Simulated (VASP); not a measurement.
Input of a VASP 6.6.1 run:

Contents of INCAR:

```
ALGO     = Normal         # electronic algorithm
EDIFF    = 1E-6           # SCF threshold, eV
ENCUT    = 520            # plane-wave cutoff, eV
GGA      = PE             # functional
ISIF     = 2              # what is computed and relaxed
ISMEAR   = 0              # smearing method
LASPH    = T              # aspherical terms in the spheres
LCHARG   = F              # write CHGCAR
LREAL    = F              # projectors in reciprocal space
LWAVE    = F              # write WAVECAR
NBANDS   = 13             # bands
NELM     = 60             # most SCF steps
PREC     = Accurate       # precision mode
SIGMA    = 0.15           # smearing width, eV
```

KPOINTS

```
k-points
0
Gamma
  16 16 16
```

The input POSCAR:

```
Pb
1.0
    0.0000000000      2.2722160000      2.6673840000
    2.2722160000      0.0000000000      2.6673840000
    2.2722160000      2.2722160000      0.0000000000
Pb
1
Direct
    0.0000000000      0.0000000000      0.0000000000
```

Potentials or basis: VASP PAW PBE potentials, release 64 (Pb_d).

The run is started by

```sh
$ cat potpaw_PBE.64/Pb_d/POTCAR > POTCAR
$ mpirun -np 1 vasp_std > vasp.out
```

Problem. Predict the pressure.

Solution. 8.8 GPa.

Problem. Predict the band gap on the k mesh.

Solution. Zero (bands 7 and 8 overlap by 10.31 eV).

Stress tensor (GPa, compression positive):
```
10.24  0.00  0.00
 0.00 10.24  0.00
 0.00  0.00  6.05
```

Caveat: the cell differs from its parent crystal (strain -0.080 along x and y, +0.080 along z); the cell stands under pressure; spin-orbit coupling is left out, which moves the levels of the heavy elements.
